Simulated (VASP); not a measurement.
# Si5Ge2 in VASP: notebook

Runs on Si5Ge2. Level: PBE. Tasks: single point.

Program: VASP 6.6.1. These are calculated values, not measurements. Logs are shortened: lines on timing, memory, paths and dates and some standing lists are left out, and cuts for length are marked.

### 1 The cell of the first run

The typed cell holds 7 atoms: a = 5.763 Å, b = 5.763 Å, c = 5.763 Å, α = 69.65°, β = 69.65°, γ = 69.65°.

### 2 Single point, PBE

The input, INCAR:

```
ALGO = Normal ; EDIFF = 1E-6
ENCUT = 520 ; GGA = PE
ISIF = 2 ; ISMEAR = 0
LASPH = T ; LCHARG = F
LREAL = F ; LWAVE = F
NBANDS = 33 ; NELM = 60
PREC = Accurate ; SIGMA = 0.2
```

The input, KPOINTS:

```
k-points
0
Gamma
  3 3 3
```

The input, POSCAR:

```
Si5Ge2
1.0
    3.2908328061      1.8999632065      4.3324306028
   -3.2908328061      1.8999632065      4.3324306028
    0.0000000000     -3.7999264129      4.3324306028
Si Ge
5 2
Direct
    0.4327828579      0.4327828579      0.4327828579
    0.2027479911      0.2027479911      0.2027479911
    0.0373337773      0.3179402395      0.5981521498
    0.5981521498      0.0373337773      0.3179402395
    0.3179402395      0.5981521498      0.0373337773
    1.0168045854      1.0168045854      1.0168045854
    0.6186660690      0.6186660690      0.6186660690
```

Potentials or basis: VASP PAW PBE potentials, release 64 (Si, Ge_d).

Launch:

```console
$ cat potpaw_PBE.64/Si/POTCAR potpaw_PBE.64/Ge_d/POTCAR > POTCAR
$ mpirun -np 1 vasp_std > vasp.out
```

OUTCAR:

```text
EDIFF = 1E-6
   ENCUT = 520
   GGA = PE
   ISIF = 2
   ISMEAR = 0
   LASPH = T
   LREAL = F
   NELM = 60
   PREC = Accurate

 ion  position               nearest neighbor table
   1  0.433  0.433  0.433-   5 2.37   4 2.37   3 2.37   7 2.42   2 2.99
   2  0.203  0.203  0.203-   3 2.38   4 2.38   5 2.38   6 2.42   1 2.99
   3  0.037  0.318  0.598-   1 2.37   2 2.38   7 2.42   6 2.42
   4  0.598  0.037  0.318-   1 2.37   2 2.38   7 2.42   6 2.42
   5  0.318  0.598  0.037-   1 2.37   2 2.38   7 2.42   6 2.42
   6  0.017  0.017  0.017-   2 2.42   5 2.42   3 2.42   4 2.42
   7  0.619  0.619  0.619-   1 2.42   3 2.42   5 2.42   4 2.42

  LATTYP: Found a trigonal (rhomboedric) cell.
 ALAT       =     5.7627593800
 COS(alpha) =     0.3478002030

  Lattice vectors:

 A1 = (   3.2908328061,   1.8999632065,   4.3324306028)
 A2 = (  -3.2908328061,   1.8999632065,   4.3324306028)
 A3 = (   0.0000000000,  -3.7999264129,   4.3324306028)

Analysis of symmetry for initial positions (statically):
=====================================================================
 Subroutine PRICEL returns:
 Original cell was already a primitive cell.

 Routine SETGRP: Setting up the symmetry group for a
 trigonal (rhombohedral) supercell.

 Subroutine GETGRP returns: Found  3 space group operations
 (whereof  3 operations were pure point group operations)
 out of a pool of 12 trial point group operations.

The static configuration has the point symmetry C_3 .

Analysis of symmetry for dynamics (positions and initial velocities):
=====================================================================
 Subroutine PRICEL returns:
 Original cell was already a primitive cell.

 Routine SETGRP: Setting up the symmetry group for a
 trigonal (rhombohedral) supercell.

 Subroutine GETGRP returns: Found  3 space group operations
 (whereof  3 operations were pure point group operations)
 out of a pool of 12 trial point group operations.

The dynamic configuration has the point symmetry C_3 .

 Subroutine INISYM returns: Found  3 space group operations
 (whereof  3 operations are pure point group operations),
 and found     1 'primitive' translations

----------------------------------------------------------------------------------------

                                     Primitive cell

  volume of cell :     162.5301

  direct lattice vectors                    reciprocal lattice vectors
     3.290832806  1.899963207  4.332430603     0.151937224  0.087720997  0.076939105
    -3.290832806  1.899963207  4.332430603    -0.151937224  0.087720997  0.076939105
     0.000000000 -3.799926413  4.332430603     0.000000000 -0.175441994  0.076939105

  length of vectors
     5.762759380  5.762759380  5.762759380     0.191571186  0.191571186  0.191571186

  position of ions in fractional coordinates (direct lattice)
     0.432782858  0.432782858  0.432782858
     0.202747991  0.202747991  0.202747991
     0.037333777  0.317940239  0.598152150
     0.598152150  0.037333777  0.317940239
     0.317940239  0.598152150  0.037333777
     0.016804585  0.016804585  0.016804585
     0.618666069  0.618666069  0.618666069

  ion indices of the primitive-cell ions
   primitive index   ion index
                 1           1
                 2           2
                 3           3
                 4           4
                 5           5
                 6           6
                 7           7

----------------------------------------------------------------------------------------

 KPOINTS: k-points

Automatic generation of k-mesh.
 Grid dimensions read from file:
 generate k-points for:    3    3    3

 Generating k-lattice:

  Cartesian coordinates                     Fractional coordinates (reciprocal lattice)
     0.050645741  0.029240332  0.025646368     0.333333333  0.000000000  0.000000000
    -0.050645741  0.029240332  0.025646368     0.000000000  0.333333333  0.000000000
     0.000000000 -0.058480665  0.025646368     0.000000000  0.000000000  0.333333333

  Length of vectors
     0.063857062  0.063857062  0.063857062

  Shift w.r.t. Gamma in fractional coordinates (k-lattice)
     0.000000000  0.000000000  0.000000000

 Subroutine IBZKPT returns following result:
 ===========================================

 Found      6 irreducible k-points:

 Following reciprocal coordinates:
            Coordinates               Weight
  0.000000  0.000000  0.000000      1.000000
  0.333333  0.000000  0.000000      6.000000
  0.333333  0.333333  0.000000      6.000000
 -0.333333  0.333333  0.000000      6.000000
  0.333333  0.333333  0.333333      2.000000
 -0.333333  0.333333  0.333333      6.000000
   k-points           NKPTS =      6   k-points in BZ     NKDIM =      6   number of bands    NBANDS=     33
   number of dos      NEDOS =    301   number of ions     NIONS =      7
   total plane-waves  NPLWV = 110592
   dimension x,y,z NGX =    48 NGY =   48 NGZ =   48
   dimension x,y,z NGXF=    96 NGYF=   96 NGZF=   96
   ions per type =               5   2
   NGX,Y,Z   is equivalent  to a cutoff of  13.85, 13.85, 13.85 a.u.
   NGXF,Y,Z  is equivalent  to a cutoff of  27.69, 27.69, 27.69 a.u.
 SYSTEM =  unknown system
   PREC   = accura    normal or accurate (medium, high low for compatibility)
   ISTART =      0    job   : 0-new  1-cont  2-samecut
   ICHARG =      2    charge: 1-file 2-atom 10-const
   ISPIN  =      1    spin polarized calculation?
   LNONCOLLINEAR =      F non collinear calculations
   LSORBIT =      F    spin-orbit coupling
   LASPH  =      T    aspherical Exc in radial PAW
   ENCUT  =  520.0 eV  38.22 Ry    6.18 a.u.  10.71 10.71 10.71*2*pi/ulx,y,z
   NELM   =     60;   NELMIN=  2; NELMDL= -5     # of ELM steps
   EDIFF  = 0.1E-05   stopping-criterion for ELM
   LREAL  =      F    real-space projection
   EDIFFG = 0.1E-04   stopping-criterion for IOM
   NSW    =      0    number of steps for IOM
   IBRION =     -1    ionic relax: 0-MD 1-quasi-New 2-CG
   NFREE  =      0    steps in history (QN), initial steepest desc. (CG)
   ISIF   =      2    stress and relaxation
   ISYM   =      2    0-nonsym 1-usesym 2-fastsym
   POTIM  = 0.5000    time-step for ionic-motion
   TEBEG  =    0.0;   TEEND  =   0.0 temperature during run
   PSTRESS=    0.0 pullay stress
   NELECT =      48.0000    total number of electrons
   NUPDOWN=      -1.0000    fix difference up-down
   EMIN   =  10.00;   EMAX   =-10.00  energy-range for DOS
   EFERMI =   0.00;   METHOD = LEGACY
   ISMEAR =     0;   SIGMA  =   0.20  broadening in eV -4-tet -1-fermi 0-gaus
   EFERMI_NEDOS =   21; number of points for ismear=-14 and -15
   IALGO  =     38    algorithm
   IMIX   =      4    mixing-type and parameters
     AMIX     =   0.40;   BMIX     =  1.00
     AMIX_MAG =   1.60;   BMIX_MAG =  1.00
  volume/ion in A,a.u.               =      23.22       156.69
  Fermi-wavevector in a.u.,A,eV,Ry     =   1.090211  2.060200 16.171345  1.188560
  Thomas-Fermi vector in A             =   2.226431
   LORBIT       =      0    0 simple, 1 ext, 2 COOP (PROOUT), +10 PAW based schemes
   GGA     = PE    functional components
   LHFCALC =     F    Hartree Fock is set to
   AEXX    =    0.0000 exact exchange contribution
   IVDW    =     0    specifies the selected vdW correction
   LEPSILON=     F    determine dielectric tensor
   LRPA    =     F    only Hartree local field effects (RPA)
 non-spin polarized calculation
 Gauss-broadening in eV      SIGMA  =   0.20
  energy-cutoff  :      520.00
  volume of cell :      162.53
 maximum number of plane-waves:      4397
 NGX is ok and might be reduce to    48
   NGX = 21   NGY = 21   NGZ = 21

 number of electron      47.9999988 magnetization

 Free energy of the ion-electron system (eV)
  ---------------------------------------------------
  ext. energy  EPLUGINS =         0.00000000
  ---------------------------------------------------
  free energy    TOTEN  =       -34.82061865 eV

  energy without entropy =      -34.82055578  energy(sigma->0) =      -34.82058721

 E-fermi :   4.7682     XC(G=0):  -8.9381

 val. band max:        4.2949772186   @ k =   0.3333   0.3333   0.3333
 cond. band min:       5.2290459512   @ k =   0.0000   0.0000   0.0000
 fundamental gap:      0.9340687327
 Fermi energy:         4.7682310452

 k-point     1 :       0.0000    0.0000    0.0000
  band No.  band energies     occupation
      1     -19.8788      2.00000
      2     -19.8754      2.00000
      3     -19.8539      2.00000
      4     -19.8539      2.00000
      5     -19.8493      2.00000
      6     -19.8493      2.00000
[... 25 lines left out ...]
     32      10.5747      0.00000
     33      10.8178      0.00000

 k-point     2 :       0.3333    0.0000    0.0000
  band No.  band energies     occupation
      1     -19.8783      2.00000
      2     -19.8761      2.00000
      3     -19.8539      2.00000
      4     -19.8530      2.00000
      5     -19.8501      2.00000
      6     -19.8494      2.00000
[... 25 lines left out ...]
     32       8.9795      0.00000
     33       9.2015      0.00000

 k-point     3 :       0.3333    0.3333    0.0000
  band No.  band energies     occupation
      1     -19.8783      2.00000
      2     -19.8761      2.00000
      3     -19.8540      2.00000
      4     -19.8529      2.00000
      5     -19.8501      2.00000
      6     -19.8494      2.00000
[... 25 lines left out ...]
     32       8.6206      0.00000
     33       8.9628      0.00000

 k-point     4 :      -0.3333    0.3333    0.0000
  band No.  band energies     occupation
      1     -19.8779      2.00000
      2     -19.8767      2.00000
      3     -19.8542      2.00000
      4     -19.8521      2.00000
      5     -19.8507      2.00000
      6     -19.8497      2.00000
[... 25 lines left out ...]
     32       9.0286      0.00000
     33       9.2060      0.00000

 k-point     5 :       0.3333    0.3333    0.3333
  band No.  band energies     occupation
      1     -19.8789      2.00000
      2     -19.8753      2.00000
      3     -19.8538      2.00000
      4     -19.8538      2.00000
      5     -19.8493      2.00000
      6     -19.8492      2.00000
[... 25 lines left out ...]
     32       8.9257      0.00000
     33       9.3303      0.00000

 k-point     6 :      -0.3333    0.3333    0.3333
  band No.  band energies     occupation
      1     -19.8784      2.00000
      2     -19.8761      2.00000
      3     -19.8539      2.00000
      4     -19.8529      2.00000
      5     -19.8501      2.00000
      6     -19.8494      2.00000
[... 25 lines left out ...]
     32       8.4100      0.00000
     33       8.9793      0.00000

------------------------ aborting loop because EDIFF is reached ----------------------------------------

  FORCE on cell =-STRESS in cart. coord.  units (eV):
  Direction    XX          YY          ZZ          XY          YZ          ZX
  --------------------------------------------------------------------------------------
  -------------------------------------------------------------------------------------
  Total       -0.0735353     -0.0735353      0.2495941      0.0000000      0.0000000      0.0000000
  in kB       -0.7248905     -0.7248905      2.4604303      0.0000000      0.0000000      0.0000000
  external PRESSURE =       0.3368831 kB  Pullay stress =       0.0000000 kB

 VOLUME and BASIS-vectors are now :
 -----------------------------------------------------------------------------
  energy-cutoff  :      520.00
  volume of cell :      162.53
      direct lattice vectors                 reciprocal lattice vectors
     3.290832806  1.899963207  4.332430603     0.151937224  0.087720997  0.076939105
    -3.290832806  1.899963207  4.332430603    -0.151937224  0.087720997  0.076939105
     0.000000000 -3.799926413  4.332430603     0.000000000 -0.175441994  0.076939105

 POSITION                                       TOTAL-FORCE (eV/Angst)
 -----------------------------------------------------------------------------------
      0.00000      0.00000      5.62501        -0.000000     -0.000000     -0.005197
      0.00000      0.00000      2.63517        -0.000000      0.000000      0.011342
     -0.92343     -1.59793      4.13065         0.005866     -0.001112     -0.004398
      1.84556     -0.00075      4.13065        -0.001970      0.005636     -0.004398
     -0.92213      1.59868      4.13065        -0.003896     -0.004524     -0.004398
      0.00000      0.00000      0.21841        -0.000000     -0.000000     -0.008406
      0.00000      0.00000      8.04098        -0.000000      0.000000      0.015454
 -----------------------------------------------------------------------------------
    total drift:                               -0.000000      0.000000      0.000089

  FREE ENERGIE OF THE ION-ELECTRON SYSTEM (eV)
  ---------------------------------------------------
  free  energy   TOTEN  =       -34.8206186469 eV

  energy  without entropy=      -34.8205557773  energy(sigma->0) =      -34.82058721
```

Wall time 27 s (1 thread of Intel Xeon 6975P-C (Granite Rapids), shared host); peak memory 0.31 GiB.

What came out:

```yaml
Free_energy: -34.8206 eV
Pressure: 0.0 GPa
Largest_force: 0.015 eV/Å
Band_gap_on_the_k_mesh: 0.93 eV, indirect (least direct gap 1.57 eV)
```

Forces on the atoms (eV/Å):
```
Si   0.000  0.000 -0.005
Si   0.000  0.000  0.011
Si   0.006 -0.001 -0.004
Si  -0.002  0.006 -0.004
Si  -0.004 -0.005 -0.004
Ge   0.000  0.000 -0.008
Ge   0.000  0.000  0.015
```

A k mesh can miss the band edges. Expect the measured gap to be larger: semilocal functionals such as PBE lack the derivative discontinuity.

[end of part 1 of 3]
